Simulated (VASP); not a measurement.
Ag2BrCl, 4 atoms in the cell. It takes space group R-3m (No. 166, trigonal). The conventional cell has a = 4.094 Å, b = 4.094 Å, c = 19.936 Å, α = 90.00°, β = 90.00°, γ = 120.00°. Within 3.8 Å of Cl (site symmetry -3m) lie 6 Ag at 2.85 Å. Within 3.9 Å of Br (site symmetry -3m) lie 6 Ag at 2.93 Å. Within 3.8 Å of Ag (site symmetry 3m) lie 3 Cl at 2.85 Å and 3 Br at 2.93 Å.  This cell differs from its parent crystal: volume changed by +6%.

| Quantity | Value |
| --- | --- |
| Program | VASP 6.6.1 |
| Task | single point |
| Functional | r2SCAN |
| Potentials or basis | VASP PAW PBE potentials, release 64 (Cl, Br, Ag) |
| Cutoff | 520 eV |
| k mesh | 6 × 6 × 6 |
| Occupations | gaussian, width 0.01 eV |
| Spin | no spin polarisation |
| Dipole correction | no |
| Further INCAR settings | ALGO = Normal; EDIFF = 1e-06; NBANDS = 26 |

Potentials or basis: VASP PAW PBE potentials, release 64 (Cl, Br, Ag).

Command:

```bash
$ cat potpaw_PBE.64/Cl/POTCAR potpaw_PBE.64/Br/POTCAR potpaw_PBE.64/Ag/POTCAR > POTCAR
$ cp INCAR.step1 INCAR
$ mpirun -np 1 vasp_std > vasp.out
$ cp INCAR.step2 INCAR
$ mpirun -np 1 vasp_std > vasp.out
```

Hardware: 1 thread of Intel(R) Xeon(R) 6975P-C (Granite Rapids) (shared host).

Problem. How long does it take, and how much memory?

Solution. It took 7 min on 1 thread of Intel(R) Xeon(R) 6975P-C (Granite Rapids), with other jobs on the host, peak memory 0.45 GiB. Counts: k points 32.
